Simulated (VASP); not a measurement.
Runs of VASP 6.6.1 on CaO. The structure is that of space group P6_3/mmc (No. 194), or close to it. The cells are those of the table. 

```csv
task,level,potentials or basis,cell,k mesh,cutoff (eV),smearing,gap on the mesh (eV),pressure (GPa),relaxed volume (Å³/atom)
relaxation of cell and atoms,r2SCAN,"VASP PAW PBE potentials, release 64 (Ca_sv, O)","relaxed from a = 4.004, b = 4.004, c = 4.809 Å, angles 90.0, 90.0, 120.0°, 4 atoms",6 × 6 × 6,600,fermi-dirac 0.02 eV,3.58,0.0,16.52
relaxation of cell and atoms,PBE,"VASP PAW PBE potentials, release 64 (Ca_sv, O)","relaxed from a = 3.808, b = 3.808, c = 4.759 Å, angles 90.0, 90.0, 120.0°, 4 atoms",12 × 12 × 6,600,fermi-dirac 0.02 eV,3.11,0.0,(b)
single point,r2SCAN,"VASP PAW PBE potentials, release 64 (Ca_sv, O)","a = 3.981, b = 3.981, c = 4.770 Å, angles 90.0, 90.0, 120.0°, 4 atoms",12 × 12 × 6,520,gaussian 0.01 eV,3.61,1.0,-
dielectric tensor,PBE,"VASP PAW PBE potentials, release 64 (Ca_sv, O)","a = 3.981, b = 3.981, c = 4.770 Å, angles 90.0, 90.0, 120.0°, 4 atoms",6 × 6 × 4,520,gaussian 0.01 eV,3.19,-,-
single point,LDA,"VASP PAW LDA potentials, release 64 (Ca_sv, O)","a = 3.981, b = 3.981, c = 4.770 Å, angles 90.0, 90.0, 120.0°, 4 atoms",12 × 12 × 6,520,gaussian 0.01 eV,3.03,-4.4,-
single point,PBE,"VASP PAW PBE potentials, release 64 (Ca_sv, O)","a = 3.981, b = 3.981, c = 4.770 Å, angles 90.0, 90.0, 120.0°, 4 atoms",6 × 6 × 4,520,gaussian 0.01 eV,3.19,2.3,-
single point,PBE,"VASP PAW PBE potentials, release 64 (Ca_sv, O)","a = 4.004, b = 4.004, c = 4.809 Å, angles 90.0, 90.0, 120.0°, 4 atoms",12 × 12 × 6,520,fermi-dirac 0.02 eV,3.13,0.5,-
single point,PBE,"VASP PAW PBE potentials, release 64 (Ca_sv, O)","a = 3.981, b = 3.981, c = 4.770 Å, angles 90.0, 90.0, 120.0°, 4 atoms",12 × 12 × 6,520,fermi-dirac 0.02 eV,3.19,2.3,-
single point,PBEsol,"VASP PAW PBE potentials, release 64 (Ca_sv, O)","a = 3.956, b = 3.956, c = 4.743 Å, angles 90.0, 90.0, 120.0°, 4 atoms",6 × 6 × 6,520,fermi-dirac 0.02 eV,(c),0.5,-
relaxation of cell and atoms,PBEsol,"VASP PAW PBE potentials, release 64 (Ca_sv, O)","relaxed from a = 4.004, b = 4.004, c = 4.809 Å, angles 90.0, 90.0, 120.0°, 4 atoms",6 × 6 × 6,600,fermi-dirac 0.02 eV,3.11,0.0,(a)
single point,r2SCAN,"VASP PAW PBE potentials, release 64 (Ca_sv, O)","a = 3.981, b = 3.981, c = 4.770 Å, angles 90.0, 90.0, 120.0°, 4 atoms",6 × 6 × 6,520,fermi-dirac 0.02 eV,3.61,1.0,-
```

Alike in all rows: no spin polarisation.

**Question.** Fill in the values left out.

**Answer.** (a) 16.15; (b) 16.78; (c) 3.12.

Caveats: the PAW data sets were made with another functional, which shifts forces and pressure a little (at least some runs); the cell stands under tension (at least some runs).

A k mesh can miss the band edges.
